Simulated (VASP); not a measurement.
## Cd: single point with PBE

Cd:

```xyz
2
Lattice="3.0433 0.0000 0.0000 -1.5216 2.6356 0.0000 0.0000 0.0000 5.6566" Properties=species:S:1:pos:R:3 pbc="T T T"
Cd    0.0000    1.7570    4.2424
Cd    1.5216    0.8785    1.4141
```

```
Program                : VASP 6.6.1
Task                   : single point
Functional             : PBE
Potentials or basis    : VASP PAW PBE potentials, release 64 (Cd)
Cutoff                 : 520 eV
k mesh                 : 16 × 16 × 8
Occupations            : gaussian, width 0.05 eV
Spin                   : no spin polarisation
Dipole correction      : no
Further INCAR settings : ALGO = Normal; EDIFF = 1e-07; NBANDS = 19
```

| Quantity | Value |
| --- | --- |
| Pressure | 0.3 GPa |
| Band gap on the k mesh | zero (band 12 reaches 3.55 eV, above the bottom of band 13 at -0.14 eV) |

Stress tensor (GPa, compression positive):
```
0.33 0.00 0.00
0.00 0.33 0.00
0.00 0.00 0.14
```

Levels at points of the mesh, in eV from the Fermi level:
| k point | band 10 | band 11 | band 12 | band 13 | band 14 | band 15 |
| --- | --- | --- | --- | --- | --- | --- |
| (0.00, 0.00, 0.00) | -8.44 | -8.44 | -2.91 | -2.77 | 10.64 | 14.10 |
| (0.50, 0.00, 0.00) | -8.20 | -2.25 | -1.90 | 1.97 | 2.97 | 2.99 |
| (0.00, 0.00, 0.50) | -8.55 | -7.09 | -7.09 | 3.81 | 3.81 | 14.43 |
| (0.50, 0.00, 0.50) | -8.21 | -1.42 | -1.42 | -0.08 | -0.08 | 8.00 |

Wall time 54 s on 1 thread of Intel(R) Xeon(R) Platinum 8375C CPU @ 2.90GHz (Ice Lake) (shared host), peak memory 0.23 GiB.
